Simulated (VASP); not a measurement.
# PbO (P4/nmm) in VASP: a series of runs

The runs below take PbO through single point, with r2SCAN.

Everything below comes from runs of VASP 6.6.1. Logs are shortened: lines on timing, memory, paths and dates and some standing lists are left out, and cuts for length are marked.

**1. The cell of the first run**

The structure is tetragonal, space group P4/nmm (No. 129). The conventional cell has a = 3.924 Å, b = 3.924 Å, c = 3.645 Å, α = 90.00°, β = 90.00°, γ = 90.00°. Pb (site symmetry 4mm) has 8 O at 2.26 to 3.20 Å and 4 Pb at 3.11 Å within 3.3 Å. Within 3.0 Å of O (site symmetry -4m2) lie 4 Pb at 2.26 Å and 4 O at 2.77 Å.

**2. Single point, r2SCAN**

Contents of POSCAR:

```
PbO
1.0
    3.9235758751      0.0000000000      0.0000000000
    0.0000000000      3.9235758751      0.0000000000
    0.0000000000      0.0000000000      3.6446385906
Pb O
2 2
Direct
    0.5000000000      0.0000000000      0.6937922912
    0.0000000000      0.5000000000      0.3062077088
    0.5000000000      0.5000000000      0.0000000000
    0.0000000000      0.0000000000      0.0000000000
```

Contents of INCAR.step1:

```
PREC = Accurate
ENCUT = 660
ISMEAR = -1
SIGMA = 0.05
LREAL = F
LASPH = T
NELM = 120
NBANDS = 28
GGA = PE
ALGO = Normal
EDIFF = 1E-5
LWAVE = T
LCHARG = F
GGA_COMPAT = F
```

Contents of INCAR.step2:

```
PREC = Accurate
ENCUT = 660
EDIFF = 1E-6
ISMEAR = -1
SIGMA = 0.05
LREAL = F
LASPH = T
NELM = 120
ALGO = Normal
ISIF = 2
LWAVE = F
LCHARG = F
METAGGA = R2SCAN
LMIXTAU = T
NBANDS = 28
ISTART = 1
GGA_COMPAT = F
```

Contents of KPOINTS:

```
Automatic mesh
0
Gamma
  7 7 6
```

Potentials or basis: VASP PAW PBE potentials, release 64 (Pb_d, O).

Started as:

```bash
$ cat potpaw_PBE.64/Pb_d/POTCAR potpaw_PBE.64/O/POTCAR > POTCAR
$ cp INCAR.step1 INCAR
$ mpirun -np 1 vasp_std > vasp.out
$ cp INCAR.step2 INCAR
$ mpirun -np 1 vasp_std > vasp.out
```

OUTCAR:

```text
PREC = Accurate
   ENCUT = 660
   EDIFF = 1E-6
   ISMEAR = -1
   LREAL = F
   LASPH = T
   NELM = 120
   ISIF = 2
   METAGGA = R2SCAN
   ISTART = 1

 ion  position               nearest neighbor table
   1  0.500  0.000  0.694-   3 2.26   4 2.26   3 2.26   4 2.26   2 3.11   2 3.11   2 3.11   2 3.11
                             2 3.56   2 3.56   2 3.56   2 3.56
   2  0.000  0.500  0.306-   3 2.26   4 2.26   4 2.26   3 2.26   1 3.11   1 3.11   1 3.11   1 3.11
                             1 3.56   1 3.56   1 3.56   1 3.56
   3  0.500  0.500  0.000-   1 2.26   2 2.26   1 2.26   2 2.26
   4  0.000  0.000  0.000-   1 2.26   2 2.26   2 2.26   1 2.26

  LATTYP: Found a simple tetragonal cell.
 ALAT       =     3.9235758751
 C/A-ratio  =     0.9289073811

  Lattice vectors:

 A1 = (   3.9235758751,   0.0000000000,   0.0000000000)
 A2 = (   0.0000000000,   3.9235758751,   0.0000000000)
 A3 = (   0.0000000000,   0.0000000000,   3.6446385906)

Analysis of symmetry for initial positions (statically):
=====================================================================
 Subroutine PRICEL returns:
 Original cell was already a primitive cell.

 Routine SETGRP: Setting up the symmetry group for a
 simple tetragonal supercell.

 Subroutine GETGRP returns: Found 16 space group operations
 (whereof  8 operations were pure point group operations)
 out of a pool of 16 trial point group operations.

The static configuration has the point symmetry D_2d.
 The point group associated with its full space group is D_4h.

Analysis of symmetry for dynamics (positions and initial velocities):
=====================================================================
 Subroutine PRICEL returns:
 Original cell was already a primitive cell.

 Routine SETGRP: Setting up the symmetry group for a
 simple tetragonal supercell.

 Subroutine GETGRP returns: Found 16 space group operations
 (whereof  8 operations were pure point group operations)
 out of a pool of 16 trial point group operations.

The dynamic configuration has the point symmetry D_2d.
 The point group associated with its full space group is D_4h.

 Subroutine INISYM returns: Found 16 space group operations
 (whereof  8 operations are pure point group operations),
 and found     1 'primitive' translations

----------------------------------------------------------------------------------------

                                     Primitive cell

  volume of cell :      56.1072

  direct lattice vectors                    reciprocal lattice vectors
     3.923575875  0.000000000  0.000000000     0.254869545  0.000000000  0.000000000
     0.000000000  3.923575875  0.000000000     0.000000000  0.254869545  0.000000000
     0.000000000  0.000000000  3.644638591     0.000000000  0.000000000  0.274375627

  length of vectors
     3.923575875  3.923575875  3.644638591     0.254869545  0.254869545  0.274375627

  position of ions in fractional coordinates (direct lattice)
     0.500000000  0.000000000  0.693792291
     0.000000000  0.500000000  0.306207709
     0.500000000  0.500000000  0.000000000
     0.000000000  0.000000000  0.000000000

  ion indices of the primitive-cell ions
   primitive index   ion index
                 1           1
                 2           2
                 3           3
                 4           4

----------------------------------------------------------------------------------------

 KPOINTS: Automatic mesh

Automatic generation of k-mesh.
 Grid dimensions read from file:
 generate k-points for:    7    7    6

 Generating k-lattice:

  Cartesian coordinates                     Fractional coordinates (reciprocal lattice)
     0.036409935  0.000000000  0.000000000     0.142857143  0.000000000  0.000000000
     0.000000000  0.036409935  0.000000000     0.000000000  0.142857143  0.000000000
     0.000000000  0.000000000  0.045729271     0.000000000  0.000000000  0.166666667

  Length of vectors
     0.036409935  0.036409935  0.045729271

  Shift w.r.t. Gamma in fractional coordinates (k-lattice)
     0.000000000  0.000000000  0.000000000

 Subroutine IBZKPT returns following result:
 ===========================================

 Found     40 irreducible k-points:

 Following reciprocal coordinates:
            Coordinates               Weight
  0.000000  0.000000  0.000000      1.000000
  0.142857  0.000000  0.000000      4.000000
  0.285714  0.000000  0.000000      4.000000
  0.428571  0.000000  0.000000      4.000000
  0.142857  0.142857  0.000000      4.000000
  0.285714  0.142857  0.000000      8.000000
[... 16 lines left out ...]
  0.285714  0.000000  0.333333      8.000000
  0.428571  0.000000  0.333333      8.000000
 [... further k-points ...]
   k-points           NKPTS =     40   k-points in BZ     NKDIM =     40   number of bands    NBANDS=     28
   number of dos      NEDOS =    301   number of ions     NIONS =      4
   total plane-waves  NPLWV =  41472
   dimension x,y,z NGX =    36 NGY =   36 NGZ =   32
   dimension x,y,z NGXF=    72 NGYF=   72 NGZF=   64
   ions per type =               2   2
   NGX,Y,Z   is equivalent  to a cutoff of  15.25, 15.25, 14.60 a.u.
   NGXF,Y,Z  is equivalent  to a cutoff of  30.51, 30.51, 29.19 a.u.
 SYSTEM =  unknown system
   PREC   = accura    normal or accurate (medium, high low for compatibility)
   ISTART =      1    job   : 0-new  1-cont  2-samecut
   ICHARG =      0    charge: 1-file 2-atom 10-const
   ISPIN  =      1    spin polarized calculation?
   LNONCOLLINEAR =      F non collinear calculations
   LSORBIT =      F    spin-orbit coupling
   LASPH  =      T    aspherical Exc in radial PAW
   ENCUT  =  660.0 eV  48.51 Ry    6.96 a.u.   8.22  8.22  7.63*2*pi/ulx,y,z
   NELM   =    120;   NELMIN=  2; NELMDL=  0     # of ELM steps
   EDIFF  = 0.1E-05   stopping-criterion for ELM
   LREAL  =      F    real-space projection
   EDIFFG = 0.1E-04   stopping-criterion for IOM
   NSW    =      0    number of steps for IOM
   IBRION =     -1    ionic relax: 0-MD 1-quasi-New 2-CG
   NFREE  =      0    steps in history (QN), initial steepest desc. (CG)
   ISIF   =      2    stress and relaxation
   ISYM   =      2    0-nonsym 1-usesym 2-fastsym
   POTIM  = 0.5000    time-step for ionic-motion
   TEBEG  =    0.0;   TEEND  =   0.0 temperature during run
   PSTRESS=    0.0 pullay stress
   NELECT =      40.0000    total number of electrons
   NUPDOWN=      -1.0000    fix difference up-down
   EMIN   =  10.00;   EMAX   =-10.00  energy-range for DOS
   EFERMI =   0.00;   METHOD = LEGACY
   ISMEAR =    -1;   SIGMA  =   0.05  broadening in eV -4-tet -1-fermi 0-gaus
   EFERMI_NEDOS =   21; number of points for ismear=-14 and -15
   IALGO  =     38    algorithm
   IMIX   =      4    mixing-type and parameters
     AMIX     =   0.40;   BMIX     =  1.00
     AMIX_MAG =   1.60;   BMIX_MAG =  1.00
  volume/ion in A,a.u.               =      14.03        94.66
  Fermi-wavevector in a.u.,A,eV,Ry     =   1.462476  2.763678 29.100616  2.138835
  Thomas-Fermi vector in A             =   2.578685
   LORBIT       =      0    0 simple, 1 ext, 2 COOP (PROOUT), +10 PAW based schemes
   METAGGA = R2SCAN    functional components
   LHFCALC =     F    Hartree Fock is set to
   AEXX    =    0.0000 exact exchange contribution
   IVDW    =     0    specifies the selected vdW correction
   LEPSILON=     F    determine dielectric tensor
   LRPA    =     F    only Hartree local field effects (RPA)
 non-spin polarized calculation
  energy-cutoff  :      660.00
  volume of cell :       56.11
 maximum number of plane-waves:      2180
 NGX is ok and might be reduce to    36
   NGX = 17   NGY = 17   NGZ = 15

 number of electron      40.0000003 magnetization

 Free energy of the ion-electron system (eV)
  ---------------------------------------------------
  ext. energy  EPLUGINS =         0.00000000
  ---------------------------------------------------
  free energy    TOTEN  =      -127.91183160 eV

  energy without entropy =     -127.91183108  energy(sigma->0) =     -127.91183134

 E-fermi :   9.5496     XC(G=0): -12.6843

 val. band max:        9.0406770876   @ k =   0.0000   0.0000   0.5000
 cond. band min:      10.1028462251   @ k =   0.4286   0.4286   0.0000
 fundamental gap:      1.0621691375
 Fermi energy:         9.5495952637

 k-point     1 :       0.0000    0.0000    0.0000
  band No.  band energies     occupation
      1     -11.5477      2.00000
      2     -10.7497      2.00000
      3      -7.9604      2.00000
      4      -7.9594      2.00000
      5      -7.9052      2.00000
      6      -7.9052      2.00000
[... 20 lines left out ...]
     27      19.7962      0.00000
     28      21.1232      0.00000

 k-point     2 :       0.1429    0.0000    0.0000
  band No.  band energies     occupation
      1     -11.4636      2.00000
      2     -10.7424      2.00000
      3      -7.9968      2.00000
      4      -7.9472      2.00000
      5      -7.8906      2.00000
      6      -7.8415      2.00000
[... 20 lines left out ...]
     27      19.5170      0.00000
     28      21.1773      0.00000

 k-point     3 :       0.2857    0.0000    0.0000
  band No.  band energies     occupation
      1     -11.2483      2.00000
      2     -10.7465      2.00000
      3      -8.0101      2.00000
      4      -7.9103      2.00000
      5      -7.8561      2.00000
      6      -7.7480      2.00000
[... 20 lines left out ...]
     27      20.5151      0.00000
     28      20.8778      0.00000

 k-point     4 :       0.4286    0.0000    0.0000
  band No.  band energies     occupation
      1     -10.9993      2.00000
      2     -10.8198      2.00000
      3      -7.9635      2.00000
      4      -7.8648      2.00000
      5      -7.8584      2.00000
      6      -7.8325      2.00000
[... 20 lines left out ...]
     27      20.2655      0.00000
     28      20.9514      0.00000

 k-point     5 :       0.1429    0.1429    0.0000
  band No.  band energies     occupation
      1     -11.3845      2.00000
      2     -10.7336      2.00000
      3      -7.9748      2.00000
      4      -7.9410      2.00000
      5      -7.9355      2.00000
      6      -7.7696      2.00000
[... 20 lines left out ...]
     27      20.3457      0.00000
     28      20.9969      0.00000

 k-point     6 :       0.2857    0.1429    0.0000
  band No.  band energies     occupation
      1     -11.1837      2.00000
      2     -10.7323      2.00000
      3      -7.9832      2.00000
      4      -7.9007      2.00000
      5      -7.8843      2.00000
      6      -7.7256      2.00000
[... 463 lines left out ...]
      5      -7.8718      2.00000
      6      -7.8718      2.00000
[... 20 lines left out ...]
     27      20.9224      0.00000
     28      23.0816      0.00000

 k-point    22 :       0.1429    0.0000    0.3333
  band No.  band energies     occupation
      1     -11.2573      2.00000
      2     -10.5789      2.00000
      3      -7.9947      2.00000
      4      -7.9319      2.00000
      5      -7.8093      2.00000
      6      -7.7612      2.00000
[... 20 lines left out ...]
     27      20.4534      0.00000
     28      23.0547      0.00000

 k-point    23 :       0.2857    0.0000    0.3333
  band No.  band energies     occupation
      1     -11.1393      2.00000
      2     -10.6727      2.00000
      3      -8.0670      2.00000
      4      -7.9029      2.00000
      5      -7.8698      2.00000
      6      -7.6836      2.00000
[... 20 lines left out ...]
     27      21.5398      0.00000
     28      22.9976      0.00000

 k-point    24 :       0.4286    0.0000    0.3333
  band No.  band energies     occupation
      1     -10.9820      2.00000
      2     -10.8167      2.00000
      3      -8.0728      2.00000
      4      -8.0113      2.00000
      5      -7.7582      2.00000
      6      -7.6858      2.00000
[... 20 lines left out ...]
     27      23.3337      0.00000
     28      23.5406      0.00000

 [... further k-points ...]

------------------------ aborting loop because EDIFF is reached ----------------------------------------

  FORCE on cell =-STRESS in cart. coord.  units (eV):
  Direction    XX          YY          ZZ          XY          YZ          ZX
  --------------------------------------------------------------------------------------
  -------------------------------------------------------------------------------------
  Total       10.8702822     10.8702822     10.7493980      0.0000000      0.0000000      0.0000000
  in kB      310.4079392    310.4079392    306.9560128      0.0000000      0.0000000      0.0000000
  external PRESSURE =     309.2572970 kB  Pullay stress =       0.0000000 kB

 VOLUME and BASIS-vectors are now :
 -----------------------------------------------------------------------------
  energy-cutoff  :      660.00
  volume of cell :       56.11
      direct lattice vectors                 reciprocal lattice vectors
     3.923575875  0.000000000  0.000000000     0.254869545  0.000000000  0.000000000
     0.000000000  3.923575875  0.000000000     0.000000000  0.254869545  0.000000000
     0.000000000  0.000000000  3.644638591     0.000000000  0.000000000  0.274375627

 POSITION                                       TOTAL-FORCE (eV/Angst)
 -----------------------------------------------------------------------------------
      1.96179      0.00000      2.52862         0.000000      0.000000     -0.111886
      0.00000      1.96179      1.11602         0.000000      0.000000      0.111886
      1.96179      1.96179      0.00000        -0.000000     -0.000000      0.000000
      0.00000      0.00000      0.00000         0.000000      0.000000      0.000000
 -----------------------------------------------------------------------------------
    total drift:                                0.000000      0.000000      0.000000

  FREE ENERGIE OF THE ION-ELECTRON SYSTEM (eV)
  ---------------------------------------------------
  free  energy   TOTEN  =      -127.9118315951 eV

  energy  without entropy=     -127.9118310815  energy(sigma->0) =     -127.91183134
```

Run time: 3.8 min. Hardware: 1 thread of Intel Xeon Platinum 8259CL at 2.50GHz (Skylake/Cascade Lake), shared host; peak memory 0.25 GiB.

Results:

```yaml
Free_energy: -127.9118 eV
Pressure: 30.9 GPa
Largest_force: 0.112 eV/Å
Band_gap_on_the_k_mesh: 1.06 eV (least direct gap 1.73 eV)
```

Forces in eV/Å, atoms in the order of the input:
```
Pb   0.000  0.000 -0.112
Pb   0.000  0.000  0.112
O    0.000  0.000  0.000
O    0.000  0.000  0.000
```

Stress tensor (GPa, compression positive):
```
31.04  0.00  0.00
 0.00 31.04  0.00
 0.00  0.00 30.70
```

Levels at points of the mesh, in eV from the valence-band top:
```
           k point  band 16  band 17  band 18  band 19  band 20  band 21  band 22  band 23  band 24  band 25
(0.00, 0.00, 0.00)    -5.84    -2.55    -2.55    -2.23    -1.05     5.34     5.76     5.76     9.12     9.17
(0.00, 0.00, 0.50)    -2.58    -2.40    -2.40    -1.97     0.00     2.18     2.56     2.73     2.73    11.31
```

Caveat: the cell stands under pressure; the PAW data sets were made with another functional, which shifts forces and pressure a little; spin-orbit coupling is left out, which moves the levels of the heavy elements. r2SCAN opens gaps a little over a GGA but as a rule still falls short of measured ones.

(Part 1 of 2 ends here.)
